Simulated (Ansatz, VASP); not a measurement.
**PtS2 in VASP and in Ansatz**

The input INCAR:

```
PREC = Accurate
ENCUT = 520
EDIFF = 1E-6
ISMEAR = 0
SIGMA = 0.05
LREAL = F
LASPH = T
NELM = 80
ALGO = Normal
ISIF = 2
LWAVE = F
LCHARG = F
GGA = PE
IBRION = 2
NSW = 50
EDIFFG = -0.01
```

Contents of KPOINTS:

```
Automatic mesh
0
Gamma
  9 9 4
```

The input POSCAR:

```
PtS2
1.0
    3.4514000000      0.0000000000      0.0000000000
   -1.7257000000      2.9890000786      0.0000000000
    0.0000000000      0.0000000000      6.6591000000
Pt S
1 2
Direct
    0.0000000000      0.0000000000      0.0000000000
    0.3333333333      0.6666666667      0.1889525212
    0.6666666667      0.3333333333      0.8110474788
```

Input for Ansatz:

```yaml
crystal:
  lattice:
    - [3.4514, 0.0, 0.0]
    - [-1.7257, 2.9890000786, 0.0]
    - [0.0, 0.0, 6.6591]
  atoms:
    - { symbol: Pt, position: [0.0, 0.0, 0.0] }
    - { symbol: S, position: [0.3333333333, 0.6666666667, 0.1889525212] }
    - { symbol: S, position: [0.6666666667, 0.3333333333, 0.8110474788] }
basis:
  ecutwfc: 420
kpoints:
  mp_grid: { grid: [9, 9, 4] }
hamiltonian:
  xc: pbe
  pseudopotentials: { kind: paw }
scf:
  occupations: { method: gaussian, width: 0.05 }
output:
  forces: true
  stress: true
  eigenvalues: true
relax:
  adjacent_minimum: "off"
  f_tol: 0.01
  max_steps: 30
```

Alike in both runs: task relaxation of the atoms; functional PBE; k mesh 9 × 9 × 4; occupations gaussian, width 0.05 eV; no spin polarisation.

```csv
,VASP,Ansatz
version,VASP 6.6.1,Ansatz 0.2.0
potentials or method,"VASP PAW PBE potentials, release 64 (Pt, S), cutoff 520 eV","scalar-relativistic, plane waves, PAW"
valence electrons in the cell,22,30
```

|  | VASP | Ansatz | Ansatz less VASP |
| --- | --- | --- | --- |
| gap on the k mesh at the Fermi level, each at its own relaxed structure (eV) | 1.61 | 1.61 | -0.008 |

VASP's potentials hold 22 valence electrons a cell and Ansatz's 30, so a difference there can come from the potentials and not from the codes. Ansatz's warnings: stress scf threshold loose.

Spin-orbit coupling is off throughout.
